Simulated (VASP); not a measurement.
# Re (R-3m) in VASP: notebook, part 2 of 3

VASP 6.6.1. The steps go on from the part before.

## 3. Electric field gradients, LDA (equal xy, yz and zx shear strains of +3 %)

The input, INCAR:

```
ALGO     = Normal         # electronic algorithm
EDIFF    = 1E-8           # SCF threshold, eV
ENCUT    = 520            # plane-wave cutoff, eV
GGA      = CA             # functional
ISIF     = 2              # what is computed and relaxed
ISMEAR   = -1             # smearing method
LASPH    = True           # aspherical terms in the spheres
LCHARG   = False          # write CHGCAR
LEFG     = True         
LREAL    = False          # projectors in reciprocal space
LWAVE    = False          # write WAVECAR
NBANDS   = 10             # bands
NELM     = 60             # most SCF steps
PREC     = Accurate       # precision mode
SIGMA    = 0.03           # smearing width, eV
```

The input, KPOINTS:

```
k-points
0
Gamma
  14 14 14
```

The input, POSCAR:

```
Re
1.0
    0.0592500000      2.0046250000      2.0046250000
    2.0046250000      0.0592500000      2.0046250000
    2.0046250000      2.0046250000      0.0592500000
Re
1
Direct
    0.0000000000      0.0000000000      0.0000000000
```

Potentials or basis: VASP PAW LDA potentials, release 64 (Re).

Run with:

```
$ cat potpaw_LDA.64/Re/POTCAR > POTCAR
$ mpirun -np 1 vasp_std > vasp.out
```

OUTCAR:

```text
EDIFF = 1E-8
   ENCUT = 520
   GGA = CA
   ISIF = 2
   ISMEAR = -1
   LASPH = True
   LREAL = False
   NELM = 60
   PREC = Accurate

 ion  position               nearest neighbor table
   1  0.000  0.000  0.000-

  LATTYP: Found a trigonal (rhomboedric) cell.
 ALAT       =     2.8355869487
 COS(alpha) =     0.5293254421

  Lattice vectors:

 A1 = (   0.0592500000,   2.0046250000,   2.0046250000)
 A2 = (   2.0046250000,   0.0592500000,   2.0046250000)
 A3 = (   2.0046250000,   2.0046250000,   0.0592500000)

Analysis of symmetry for initial positions (statically):
=====================================================================
 Subroutine PRICEL returns:
 Original cell was already a primitive cell.

 Routine SETGRP: Setting up the symmetry group for a
 trigonal (rhombohedral) supercell.

 Subroutine GETGRP returns: Found 12 space group operations
 (whereof 12 operations were pure point group operations)
 out of a pool of 12 trial point group operations.

The static configuration has the point symmetry D_3d.

Analysis of symmetry for dynamics (positions and initial velocities):
=====================================================================
 Subroutine PRICEL returns:
 Original cell was already a primitive cell.

 Routine SETGRP: Setting up the symmetry group for a
 trigonal (rhombohedral) supercell.

 Subroutine GETGRP returns: Found 12 space group operations
 (whereof 12 operations were pure point group operations)
 out of a pool of 12 trial point group operations.

The dynamic configuration has the point symmetry D_3d.

 Subroutine INISYM returns: Found 12 space group operations
 (whereof 12 operations are pure point group operations),
 and found     1 'primitive' translations

----------------------------------------------------------------------------------------

                                     Primitive cell

  volume of cell :      15.3972

  direct lattice vectors                    reciprocal lattice vectors
     0.059250000  2.004625000  2.004625000    -0.260762862  0.253276847  0.253276847
     2.004625000  0.059250000  2.004625000     0.253276847 -0.260762862  0.253276847
     2.004625000  2.004625000  0.059250000     0.253276847  0.253276847 -0.260762862

  length of vectors
     2.835586949  2.835586949  2.835586949     0.443052585  0.443052585  0.443052585

  position of ions in fractional coordinates (direct lattice)
     0.000000000  0.000000000  0.000000000

  ion indices of the primitive-cell ions
   primitive index   ion index
                 1           1

----------------------------------------------------------------------------------------

 KPOINTS: k-points

Automatic generation of k-mesh.
 Grid dimensions read from file:
 generate k-points for:   14   14   14

[... 63 lines left out ...]
   EDIFF  = 0.1E-07   stopping-criterion for ELM
   LREAL  =      F    real-space projection
   EDIFFG = 0.1E-06   stopping-criterion for IOM
   NSW    =      0    number of steps for IOM
   IBRION =     -1    ionic relax: 0-MD 1-quasi-New 2-CG
   NFREE  =      0    steps in history (QN), initial steepest desc. (CG)
   ISIF   =      2    stress and relaxation
   ISYM   =      2    0-nonsym 1-usesym 2-fastsym
   POTIM  = 0.5000    time-step for ionic-motion
   TEBEG  =    0.0;   TEEND  =   0.0 temperature during run
   PSTRESS=    0.0 pullay stress
   NELECT =       7.0000    total number of electrons
   NUPDOWN=      -1.0000    fix difference up-down
   EMIN   =  10.00;   EMAX   =-10.00  energy-range for DOS
   EFERMI =   0.00;   METHOD = LEGACY
   ISMEAR =    -1;   SIGMA  =   0.03  broadening in eV -4-tet -1-fermi 0-gaus
   EFERMI_NEDOS =   21; number of points for ismear=-14 and -15
   IALGO  =     38    algorithm
   IMIX   =      4    mixing-type and parameters
     AMIX     =   0.40;   BMIX     =  1.00
     AMIX_MAG =   1.60;   BMIX_MAG =  1.00
  volume/ion in A,a.u.               =      15.40       103.91
  Fermi-wavevector in a.u.,A,eV,Ry     =   1.258811  2.378808 21.559861  1.584605
  Thomas-Fermi vector in A             =   2.392402
   LORBIT       =      0    0 simple, 1 ext, 2 COOP (PROOUT), +10 PAW based schemes
   GGA     = CA    functional components
   LHFCALC =     F    Hartree Fock is set to
   AEXX    =    0.0000 exact exchange contribution
   IVDW    =     0    specifies the selected vdW correction
   LEPSILON=     F    determine dielectric tensor
   LRPA    =     F    only Hartree local field effects (RPA)
 non-spin polarized calculation
  energy-cutoff  :      520.00
  volume of cell :       15.40
 maximum number of plane-waves:       425
 NGX is ok and might be reduce to    24
   NGX = 11   NGY = 11   NGZ = 11

 number of electron       7.0000000 magnetization

 Free energy of the ion-electron system (eV)
  ---------------------------------------------------
  ext. energy  EPLUGINS =         0.00000000
  ---------------------------------------------------
  free energy    TOTEN  =       -13.59569395 eV

  energy without entropy =      -13.59215347  energy(sigma->0) =      -13.59392371

 E-fermi :   7.5589     XC(G=0): -13.5968

 val. band max:        7.5585523040   @ k =  -0.4286   0.4286   0.0714
 cond. band min:       7.5600301574   @ k =  -0.2143   0.1429   0.0000
 fundamental gap:      0.0014778534
 Fermi energy:         7.5589461958

 k-point     1 :       0.0000    0.0000    0.0000
  band No.  band energies     occupation
      1      -2.1951      2.00000
      2       5.2141      2.00000
      3       5.9627      2.00000
      4       5.9627      2.00000
      5       8.7292      0.00000
      6       8.7292      0.00000
      7      21.4504      0.00000
      8      26.0320      0.00000
      9      27.2869      0.00000
     10      27.2869      0.00000
[... 287 lines left out ...]
 k-point    24 :       0.2857    0.1429    0.0000
  band No.  band energies     occupation
      1       0.5814      2.00000
      2       4.1757      2.00000
      3       6.0050      2.00000
      4       6.8019      2.00000
      5       8.3808      0.00000
      6       9.6827      0.00000
      7      22.8175      0.00000
      8      25.9009      0.00000
      9      27.2880      0.00000
     10      28.7576      0.00000

 [... further k-points ...]
[... 5 lines left out ...]
  --------------------------------------------------------------------------------------
  -------------------------------------------------------------------------------------
  Total       -2.1314014     -2.1314014     -2.1314014     -0.4962580     -0.4962580     -0.4962580
  in kB     -221.7863626   -221.7863626   -221.7863626    -51.6389120    -51.6389120    -51.6389120
  external PRESSURE =    -221.7863626 kB  Pullay stress =       0.0000000 kB

 VOLUME and BASIS-vectors are now :
 -----------------------------------------------------------------------------
  energy-cutoff  :      520.00
  volume of cell :       15.40
      direct lattice vectors                 reciprocal lattice vectors
     0.059250000  2.004625000  2.004625000    -0.260762862  0.253276847  0.253276847
     2.004625000  0.059250000  2.004625000     0.253276847 -0.260762862  0.253276847
     2.004625000  2.004625000  0.059250000     0.253276847  0.253276847 -0.260762862

 POSITION                                       TOTAL-FORCE (eV/Angst)
 -----------------------------------------------------------------------------------
      0.00000      0.00000      0.00000         0.000000      0.000000     -0.000000
 -----------------------------------------------------------------------------------
    total drift:                               -0.000000      0.000000     -0.000000

  FREE ENERGIE OF THE ION-ELECTRON SYSTEM (eV)
  ---------------------------------------------------
  free  energy   TOTEN  =       -13.5956939496 eV

  energy  without entropy=      -13.5921534717  energy(sigma->0) =      -13.59392371

 Electric field gradients (V/A^2)
---------------------------------------------------------------------
 ion       V_xx      V_yy      V_zz      V_xy      V_xz      V_yz
---------------------------------------------------------------------
   1       0.000     0.000    -0.000    49.746    49.746    49.746
---------------------------------------------------------------------

 Electric field gradients after diagonalization (V/A^2)
 (convention: |V_zz| > |V_xx| > |V_yy|)
----------------------------------------------------------------------
 ion       V_xx      V_yy      V_zz     asymmetry (V_yy - V_xx)/ V_zz
----------------------------------------------------------------------
   1     -49.746   -49.746    99.493       0.000
----------------------------------------------------------------------

           NMR quadrupolar parameters

 Cq : quadrupolar parameter    Cq=e*Q*V_zz/h
 eta: asymmetry parameters     (V_yy - V_xx)/ V_zz
 Q  : nuclear electric quadrupole moment in mb (millibarn)
----------------------------------------------------------------------
 ion       Cq(MHz)       eta       Q (mb)
----------------------------------------------------------------------
   1       0.241       0.000       1.000
----------------------------------------------------------------------
```

Run time: 28 s. Hardware: 1 thread of Intel Xeon Platinum 8488C (Sapphire Rapids), shared host; peak memory 0.16 GiB.

Results:

```yaml
Free_energy: -13.5957 eV
Pressure: -22.2 GPa
Band_gap_on_the_k_mesh: zero (an odd number of electrons rules out a gap without spin polarisation)
Largest_electric_field_gradient_by_atom: Re +99.5 V/Å²
```

Electric field gradients, principal values (V/Å²):
```csv
atom,least,middle,greatest (by size)
1 Re,-49.746,-49.746,99.493
```

Caveat: the cell differs from its parent crystal (equal xy, yz and zx shear strains of +3 %); the cell stands under tension; without QUAD_EFG the Cq values of the log hold for a quadrupole moment of 1 mb, not for the nuclei; spin-orbit coupling is left out, which moves the levels of the heavy elements.

(Continued in part 3 of 3.)
